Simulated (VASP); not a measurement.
# ScSiS3 (P4/mmm) in VASP: notebook

ScSiS3 is run at these levels: PBE; tasks: single point, relaxation of cell and atoms.

All numbers are computed with VASP 6.6.1; they aren't measurements. Logs are shortened: lines on timing, memory, paths and dates and some standing lists are left out, and cuts for length are marked.

**1. The cell of the first run**

Symmetry: P4/mmm, No. 123, tetragonal system. Conventional cell: a = 4.518 Å, b = 4.518 Å, c = 5.168 Å, α = 90.00°, β = 90.00°, γ = 90.00°. Within 3.0 Å of Sc (site symmetry 4/mmm) lie 6 S at 2.26 to 2.58 Å. Within 3.0 Å of Si (site symmetry 4/mmm) lie 4 S at 2.26 Å. S (site symmetry mmm) has 2 Sc at 2.26 Å and 2 Si at 2.26 Å within 3.0 Å. S (site symmetry 4/mmm) has 2 Sc at 2.58 Å within 3.4 Å.

**2. Single point, PBE**

Contents of INCAR:

```
SYSTEM = ScSiS3
PREC = Accurate
ENCUT = 520
EDIFF = 1E-7
ISMEAR = 0
SIGMA = 0.1
LREAL = .FALSE.
LASPH = .TRUE.
NELM = 100
ALGO = Normal
ISIF = 2
LWAVE = .FALSE.
LCHARG = .FALSE.
GGA = PE
NBANDS = 24
```

Contents of KPOINTS:

```
regular mesh
0
G
  4 4 4
  0 0 0
```

Contents of POSCAR:

```
ScSiS3
1.0
    4.5175989000      0.0000000000      0.0000000000
    0.0000000000      4.5175989000      0.0000000000
    0.0000000000      0.0000000000      5.1676085500
Sc Si S
1 1 3
Direct
    0.0000000000      0.0000000000      0.5000000000
    0.5000000000      0.5000000000      0.5000000000
    0.5000000000      0.0000000000      0.5000000000
    0.0000000000      0.5000000000      0.5000000000
    0.0000000000      0.0000000000      0.0000000000
```

Potentials or basis: VASP PAW PBE potentials, release 64 (Sc_sv, Si, S).

Started as:

```console
> cat potpaw_PBE.64/Sc_sv/POTCAR potpaw_PBE.64/Si/POTCAR potpaw_PBE.64/S/POTCAR > POTCAR
> mpirun -np 1 vasp_std > vasp.out
```

OUTCAR:

```text
SYSTEM = ScSiS3
   PREC = Accurate
   ENCUT = 520
   EDIFF = 1E-7
   ISMEAR = 0
   LREAL = .FALSE.
   LASPH = .TRUE.
   NELM = 100
   ISIF = 2
   GGA = PE

 ion  position               nearest neighbor table
   1  0.000  0.000  0.500-   3 2.26   4 2.26   4 2.26   3 2.26   5 2.58   5 2.58   2 3.19   2 3.19
                             2 3.19   2 3.19
   2  0.500  0.500  0.500-   3 2.26   4 2.26   3 2.26   4 2.26   1 3.19   1 3.19   1 3.19   1 3.19

   3  0.500  0.000  0.500-   1 2.26   2 2.26   2 2.26   1 2.26
   4  0.000  0.500  0.500-   1 2.26   2 2.26   1 2.26   2 2.26
   5  0.000  0.000  0.000-   1 2.58   1 2.58

  LATTYP: Found a simple tetragonal cell.
 ALAT       =     4.5175989000
 C/A-ratio  =     1.1438838782

  Lattice vectors:

 A1 = (   4.5175989000,   0.0000000000,   0.0000000000)
 A2 = (   0.0000000000,   4.5175989000,   0.0000000000)
 A3 = (   0.0000000000,   0.0000000000,   5.1676085500)

Analysis of symmetry for initial positions (statically):
=====================================================================
 Subroutine PRICEL returns:
 Original cell was already a primitive cell.

 Routine SETGRP: Setting up the symmetry group for a
 simple tetragonal supercell.

 Subroutine GETGRP returns: Found 16 space group operations
 (whereof 16 operations were pure point group operations)
 out of a pool of 16 trial point group operations.

The static configuration has the point symmetry D_4h.

Analysis of symmetry for dynamics (positions and initial velocities):
=====================================================================
 Subroutine PRICEL returns:
 Original cell was already a primitive cell.

 Routine SETGRP: Setting up the symmetry group for a
 simple tetragonal supercell.

 Subroutine GETGRP returns: Found 16 space group operations
 (whereof 16 operations were pure point group operations)
 out of a pool of 16 trial point group operations.

The dynamic configuration has the point symmetry D_4h.

 Subroutine INISYM returns: Found 16 space group operations
 (whereof 16 operations are pure point group operations),
 and found     1 'primitive' translations

----------------------------------------------------------------------------------------

                                     Primitive cell

  volume of cell :     105.4642

  direct lattice vectors                    reciprocal lattice vectors
     4.517598900  0.000000000  0.000000000     0.221356526  0.000000000  0.000000000
     0.000000000  4.517598900  0.000000000     0.000000000  0.221356526  0.000000000
     0.000000000  0.000000000  5.167608550     0.000000000  0.000000000  0.193513110

  length of vectors
     4.517598900  4.517598900  5.167608550     0.221356526  0.221356526  0.193513110

  position of ions in fractional coordinates (direct lattice)
     0.000000000  0.000000000  0.500000000
     0.500000000  0.500000000  0.500000000
     0.500000000  0.000000000  0.500000000
     0.000000000  0.500000000  0.500000000
     0.000000000  0.000000000  0.000000000

  ion indices of the primitive-cell ions
   primitive index   ion index
                 1           1
                 2           2
                 3           3
                 4           4
                 5           5

----------------------------------------------------------------------------------------

 KPOINTS: regular mesh

Automatic generation of k-mesh.
 Grid dimensions read from file:
 generate k-points for:    4    4    4

 Generating k-lattice:

  Cartesian coordinates                     Fractional coordinates (reciprocal lattice)
     0.055339132  0.000000000  0.000000000     0.250000000  0.000000000  0.000000000
     0.000000000  0.055339132  0.000000000     0.000000000  0.250000000  0.000000000
     0.000000000  0.000000000  0.048378277     0.000000000  0.000000000  0.250000000

  Length of vectors
     0.055339132  0.055339132  0.048378277

  Shift w.r.t. Gamma in fractional coordinates (k-lattice)
     0.000000000  0.000000000  0.000000000

 Subroutine IBZKPT returns following result:
 ===========================================

 Found     18 irreducible k-points:

 Following reciprocal coordinates:
            Coordinates               Weight
  0.000000  0.000000  0.000000      1.000000
  0.250000  0.000000  0.000000      4.000000
  0.500000  0.000000  0.000000      2.000000
  0.250000  0.250000  0.000000      4.000000
  0.500000  0.250000  0.000000      4.000000
  0.500000  0.500000  0.000000      1.000000
[... 10 lines left out ...]
  0.500000  0.250000  0.500000      4.000000
  0.500000  0.500000  0.500000      1.000000
   k-points           NKPTS =     18   k-points in BZ     NKDIM =     18   number of bands    NBANDS=     24
   number of dos      NEDOS =    301   number of ions     NIONS =      5
   total plane-waves  NPLWV =  51840
   dimension x,y,z NGX =    36 NGY =   36 NGZ =   40
   dimension x,y,z NGXF=    72 NGYF=   72 NGZF=   80
   ions per type =               1   1   3
   NGX,Y,Z   is equivalent  to a cutoff of  13.25, 13.25, 12.87 a.u.
   NGXF,Y,Z  is equivalent  to a cutoff of  26.50, 26.50, 25.74 a.u.
 SYSTEM =  ScSiS3
   PREC   = accura    normal or accurate (medium, high low for compatibility)
   ISTART =      0    job   : 0-new  1-cont  2-samecut
   ICHARG =      2    charge: 1-file 2-atom 10-const
   ISPIN  =      1    spin polarized calculation?
   LNONCOLLINEAR =      F non collinear calculations
   LSORBIT =      F    spin-orbit coupling
   LASPH  =      T    aspherical Exc in radial PAW
   ENCUT  =  520.0 eV  38.22 Ry    6.18 a.u.   8.40  8.40  9.61*2*pi/ulx,y,z
   NELM   =    100;   NELMIN=  2; NELMDL= -5     # of ELM steps
   EDIFF  = 0.1E-06   stopping-criterion for ELM
   LREAL  =      F    real-space projection
   EDIFFG = 0.1E-05   stopping-criterion for IOM
   NSW    =      0    number of steps for IOM
   IBRION =     -1    ionic relax: 0-MD 1-quasi-New 2-CG
   NFREE  =      0    steps in history (QN), initial steepest desc. (CG)
   ISIF   =      2    stress and relaxation
   ISYM   =      2    0-nonsym 1-usesym 2-fastsym
   POTIM  = 0.5000    time-step for ionic-motion
   TEBEG  =    0.0;   TEEND  =   0.0 temperature during run
   PSTRESS=    0.0 pullay stress
   NELECT =      33.0000    total number of electrons
   NUPDOWN=      -1.0000    fix difference up-down
   EMIN   =  10.00;   EMAX   =-10.00  energy-range for DOS
   EFERMI =   0.00;   METHOD = LEGACY
   ISMEAR =     0;   SIGMA  =   0.10  broadening in eV -4-tet -1-fermi 0-gaus
   EFERMI_NEDOS =   21; number of points for ismear=-14 and -15
   IALGO  =     38    algorithm
   IMIX   =      4    mixing-type and parameters
     AMIX     =   0.40;   BMIX     =  1.00
     AMIX_MAG =   1.60;   BMIX_MAG =  1.00
  volume/ion in A,a.u.               =      21.09       142.34
  Fermi-wavevector in a.u.,A,eV,Ry     =   1.111419  2.100277 16.806627  1.235252
  Thomas-Fermi vector in A             =   2.247982
   LORBIT       =      0    0 simple, 1 ext, 2 COOP (PROOUT), +10 PAW based schemes
   GGA     = PE    functional components
   LHFCALC =     F    Hartree Fock is set to
   AEXX    =    0.0000 exact exchange contribution
   IVDW    =     0    specifies the selected vdW correction
   LEPSILON=     F    determine dielectric tensor
   LRPA    =     F    only Hartree local field effects (RPA)
 non-spin polarized calculation
 Gauss-broadening in eV      SIGMA  =   0.10
  energy-cutoff  :      520.00
  volume of cell :      105.46
 maximum number of plane-waves:      2872
 NGX is ok and might be reduce to    36
   NGX = 17   NGY = 17   NGZ = 19

 number of electron      33.0000002 magnetization

 Free energy of the ion-electron system (eV)
  ---------------------------------------------------
  ext. energy  EPLUGINS =         0.00000000
  ---------------------------------------------------
  free energy    TOTEN  =       -24.45096792 eV

  energy without entropy =      -24.43660543  energy(sigma->0) =      -24.44378667

 E-fermi :   4.0857     XC(G=0):  -9.1868

 val. band max:        3.9667401923   @ k =   0.5000   0.2500   0.5000
 cond. band min:       4.1191892733   @ k =   0.2500   0.2500   0.5000
 fundamental gap:      0.1524490810
 Fermi energy:         4.0856918664

 k-point     1 :       0.0000    0.0000    0.0000
  band No.  band energies     occupation
      1     -44.4811      2.00000
      2     -23.4725      2.00000
      3     -23.4725      2.00000
      4     -23.0107      2.00000
      5     -11.6798      2.00000
      6      -9.3420      2.00000
[... 16 lines left out ...]
     23       7.5208      0.00000
     24       8.2399      0.00000

 k-point     2 :       0.2500    0.0000    0.0000
  band No.  band energies     occupation
      1     -44.4805      2.00000
      2     -23.5039      2.00000
      3     -23.4713      2.00000
      4     -23.0100      2.00000
      5     -11.2779      2.00000
      6      -9.5334      2.00000
[... 16 lines left out ...]
     23       8.1737      0.00000
     24       8.9674      0.00000

 k-point     3 :       0.5000    0.0000    0.0000
  band No.  band energies     occupation
      1     -44.4799      2.00000
      2     -23.5349      2.00000
      3     -23.4702      2.00000
      4     -23.0092      2.00000
      5     -10.3923      2.00000
      6     -10.2615      2.00000
[... 16 lines left out ...]
     23       8.2106      0.00000
     24       9.2192      0.00000
[... 352 lines left out ...]
 k-point    17 :       0.5000    0.2500    0.5000
  band No.  band energies     occupation
      1     -44.4792      2.00000
      2     -23.5327      2.00000
      3     -23.5006      2.00000
      4     -23.0150      2.00000
      5     -10.0302      2.00000
      6      -9.9999      2.00000
[... 16 lines left out ...]
     23       9.5660      0.00000
     24       9.8627      0.00000

 k-point    18 :       0.5000    0.5000    0.5000
  band No.  band energies     occupation
      1     -44.4786      2.00000
      2     -23.5308      2.00000
      3     -23.5308      2.00000
      4     -23.0143      2.00000
      5      -9.6555      2.00000
      6      -9.6555      2.00000
[... 16 lines left out ...]
     23       9.6777      0.00000
     24      10.4387      0.00000

------------------------ aborting loop because EDIFF is reached ----------------------------------------

  FORCE on cell =-STRESS in cart. coord.  units (eV):
  Direction    XX          YY          ZZ          XY          YZ          ZX
  --------------------------------------------------------------------------------------
  -------------------------------------------------------------------------------------
  Total       19.0677924     19.0677924     -1.9502779      0.0000000      0.0000000      0.0000000
  in kB      289.6716883    289.6716883    -29.6279865      0.0000000      0.0000000      0.0000000
  external PRESSURE =     183.2384634 kB  Pullay stress =       0.0000000 kB

 VOLUME and BASIS-vectors are now :
 -----------------------------------------------------------------------------
  energy-cutoff  :      520.00
  volume of cell :      105.46
      direct lattice vectors                 reciprocal lattice vectors
     4.517598900  0.000000000  0.000000000     0.221356526  0.000000000  0.000000000
     0.000000000  4.517598900  0.000000000     0.000000000  0.221356526  0.000000000
     0.000000000  0.000000000  5.167608550     0.000000000  0.000000000  0.193513110

 POSITION                                       TOTAL-FORCE (eV/Angst)
 -----------------------------------------------------------------------------------
      0.00000      0.00000      2.58380         0.000000      0.000000      0.000000
      2.25880      2.25880      2.58380         0.000000      0.000000      0.000000
      2.25880      0.00000      2.58380         0.000000      0.000000      0.000000
      0.00000      2.25880      2.58380         0.000000      0.000000      0.000000
      0.00000      0.00000      0.00000         0.000000      0.000000      0.000000
 -----------------------------------------------------------------------------------
    total drift:                               -0.000000     -0.000000      0.000000

  FREE ENERGIE OF THE ION-ELECTRON SYSTEM (eV)
  ---------------------------------------------------
  free  energy   TOTEN  =       -24.4509679202 eV

  energy  without entropy=      -24.4366054259  energy(sigma->0) =      -24.44378667
```

Wall time 21 s (1 thread of Intel Xeon 6975P-C (Granite Rapids), shared host); peak memory 0.23 GiB.

Results:

| Item | Value |
| --- | --- |
| Free energy | -24.4510 eV |
| Pressure | 18.3 GPa |

Stress tensor (GPa, compression positive):
```
28.97  0.00  0.00
 0.00 28.97  0.00
 0.00  0.00 -2.96
```

**3. Single point, PBE**

This run uses another cell than the first one, of 25.37 Å³/atom, 1.203 times its volume.

Contents of INCAR:

```
SYSTEM = ScSiS3
  PREC = Accurate
  ENCUT = 520
  EDIFF = 1E-6
  ISMEAR = 0
  SIGMA = 0.1
  LREAL = .False.
  LASPH = .True.
  NELM = 80
  ALGO = Normal
  ISIF = 2
  LWAVE = .False.
  LCHARG = .True.
  GGA = PE
  LELF = .True.
  LVHAR = .True.
  NBANDS = 24
```

Contents of KPOINTS:

```
Automatic mesh
0
Gamma
  4 4 4
  0 0 0
```

POSCAR: that of step 2 with these lines changed.

```diff
@@ -2,5 +2,5 @@
 1.0
-    4.5175989000      0.0000000000      0.0000000000
-    0.0000000000      4.5175989000      0.0000000000
-    0.0000000000      0.0000000000      5.1676085500
+    5.0589362089      0.0000000000      0.0000000000
+    0.0000000000      5.0589362089      0.0000000000
+    0.0000000000      0.0000000000      4.9571803744
 Sc Si S
```

Potentials or basis: VASP PAW PBE potentials, release 64 (Sc_sv, Si, S).

Started as:

```console
> cat potpaw_PBE.64/Sc_sv/POTCAR potpaw_PBE.64/Si/POTCAR potpaw_PBE.64/S/POTCAR > POTCAR
> mpirun -np 1 vasp_std > vasp.out
```

Run time: 27 s. Hardware: 1 thread of Intel Xeon 6975P-C (Granite Rapids), shared host; peak memory 0.26 GiB.

It converged, with:

* Free energy: -26.4192 eV
* Pressure: 0.1 GPa

Levels at points of the mesh, in eV from the Fermi level:
```csv
k point,band 12,band 13,band 14,band 15,band 16,band 17,band 18,band 19,band 20,band 21
"(0.00, 0.00, 0.00)",-2.10,-2.10,-1.18,-0.35,0.03,0.03,1.15,1.88,1.88,2.58
"(0.50, 0.00, 0.00)",-2.49,-2.39,-0.80,-0.35,0.01,0.05,1.57,1.98,1.98,2.81
"(0.50, 0.50, 0.00)",-2.12,-1.99,-1.28,-0.73,-0.73,0.40,0.74,1.53,1.53,3.33
"(0.00, 0.00, 0.50)",-2.73,-1.85,-1.85,-1.44,-1.21,-1.21,1.20,2.03,2.89,3.66
"(0.50, 0.00, 0.50)",-2.66,-2.48,-1.91,-1.14,0.03,0.23,1.12,2.02,2.83,3.61
"(0.50, 0.50, 0.50)",-3.00,-2.37,-1.98,-0.34,0.46,0.46,0.82,1.55,1.55,3.96
```

(Continued in part 2 of 2.)
